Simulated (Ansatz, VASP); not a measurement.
# One calculation of TePb, two programs

File INCAR:

```
PREC = Accurate
ENCUT = 600
EDIFF = 1E-7
ISMEAR = 0
SIGMA = 0.02
LREAL = False
LASPH = True
NELM = 60
ALGO = Normal
ISIF = 3
LWAVE = False
LCHARG = False
GGA = PE
IBRION = 2
NSW = 65
EDIFFG = -0.01
```

The input KPOINTS:

```
regular mesh
0
Gamma
  6 6 6
```

File POSCAR:

```
TePb
1.0
    4.6452898470      0.0000000000      0.0000000000
   -2.3226449235      4.0229390155      0.0000000000
    0.0000000000      0.0000000000      7.5856413266
Pb Te
2 2
Direct
    0.0000000000      0.0000000000      0.0000000000
    0.0000000000      0.0000000000      0.5000000000
    0.3333333333      0.6666666667      0.2500000000
    0.6666666667      0.3333333333      0.7500000000
```

Input for Ansatz:

```yaml
crystal:
  lattice:
    - [4.645289847, 0.0, 0.0]
    - [-2.3226449235, 4.0229390155, 0.0]
    - [0.0, 0.0, 7.5856413266]
  atoms:
    - { symbol: Pb, position: [0.0, 0.0, 0.0] }
    - { symbol: Te, position: [0.3333333333, 0.6666666667, 0.25] }
    - { symbol: Pb, position: [0.0, 0.0, 0.5] }
    - { symbol: Te, position: [0.6666666667, 0.3333333333, 0.75] }
basis:
  ecutwfc: 420
kpoints:
  mp_grid: { grid: [6, 6, 6] }
hamiltonian:
  xc: pbe
scf:
  occupations: { method: gaussian, width: 0.02 }
output:
  forces: true
  stress: true
  eigenvalues: true
  populations: true
relax:
  adjacent_minimum: "off"
  f_tol: 0.01
  max_steps: 45
  cell: { stress_tol: 0.05 }
```

Alike in both runs: task relaxation of cell and atoms; functional PBE; k mesh 6 × 6 × 6; occupations gaussian, width 0.02 eV; no spin polarisation.

|  | VASP | Ansatz |
| --- | --- | --- |
| version | VASP 6.6.1 | Ansatz 0.2.0 |
| potentials or method | VASP PAW PBE potentials, release 64 (Pb_d, Te), cutoff 600 eV | scalar-relativistic, plane waves, PAW |
| valence electrons in the cell | 40 | 60 |

```csv
,VASP,Ansatz,Ansatz less VASP
"gap on the k mesh at the Fermi level, each at its own relaxed structure (eV)",0.09,0.10,+0.005
relaxed volume (Å³/atom),35.97,36.00,+0.031
```

VASP's potentials hold 40 valence electrons a cell and Ansatz's 60, so a difference there can come from the potentials and not from the codes.

Neither program's run includes spin-orbit coupling.
